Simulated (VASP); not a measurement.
The system is TaW2N4.

```
Ta W N
1.0
     4.28141   -0.03676   -0.02067
    -0.03676    4.20400    0.10240
    -2.14265   -1.98296    4.16534
Ta W N
1 2 4
Direct
  0.00245 0.98366 0.99608
  0.75335 0.24453 0.50746
  0.24609 0.74436 0.48083
  0.72760 0.73788 0.49328
  0.26457 0.27383 0.52789
  0.50412 0.01583 0.01002
  0.00183 0.49991 0.98444
```

```yaml
Program: VASP 6.6.1
Task: relaxation of cell and atoms
Functional: PBE
Potentials_or_basis: VASP PAW PBE potentials, release 64 (Ta_pv, W_sv, N)
Cutoff: 600 eV
k_mesh: 6 × 6 × 6
Occupations: gaussian, width 0.2 eV
Spin: no spin polarisation
```

At the start: pressure 4.0 GPa; volume 10.81 Å³/atom.

Where does the relaxation end?

Over 22 steps the energy falls by 90.4 meV/atom and the volume is 10.86 Å³/atom (+0.5 %); space group P1 (No. 1, to 0.1 Å) before, C2/m (No. 12, to 0.1 Å).

Step by step:
```tsv
step	energy change (eV)	largest force (eV/Å)	pressure (GPa)	volume (Å³)
1	0.0000	1.8949	3.98	75.66
2	-0.2308	1.0695	-9.36	78.53
3	-0.3282	0.8913	-5.94	77.43
4	-0.4063	0.9781	9.29	74.08
5	-0.4363	0.6923	3.62	75.20
6	-0.5262	0.7172	0.46	75.81
7	-0.5262	0.7101	0.50	75.80
8	-0.5916	0.5247	-2.46	76.47
9	-0.5920	0.5083	-2.68	76.53
10	-0.6004	0.3208	4.62	75.01
11	-0.6116	0.3020	1.43	75.65
12	-0.6232	0.2530	-0.32	76.06
13	-0.6232	0.2538	-0.32	76.06
14	-0.6274	0.1572	0.23	75.96
15	-0.6284	0.1096	0.68	75.88
16	-0.6303	0.0739	-0.66	76.20
17	-0.6304	0.0718	-0.60	76.18
18	-0.6318	0.0861	0.05	76.04
19	-0.6319	0.0921	0.22	76.00
20	-0.6326	0.0369	-0.11	76.05
21	-0.6326	0.0367	-0.11	76.05
22	-0.6328	0.0162	0.07	76.00
```

Final structure:
```
Ta W N
1.0
     4.26228    0.07865   -0.00698
     0.08117    4.26319   -0.01064
    -2.17909   -2.17910    4.19274
Ta W N
1 2 4
Direct
  0.99986 0.00011 0.99988
  0.77530 0.22447 0.50018
  0.22520 0.77515 0.50012
  0.72137 0.72127 0.48284
  0.27803 0.27879 0.51697
  0.50011 0.00019 0.00009
  0.00013 0.50002 0.99990
```
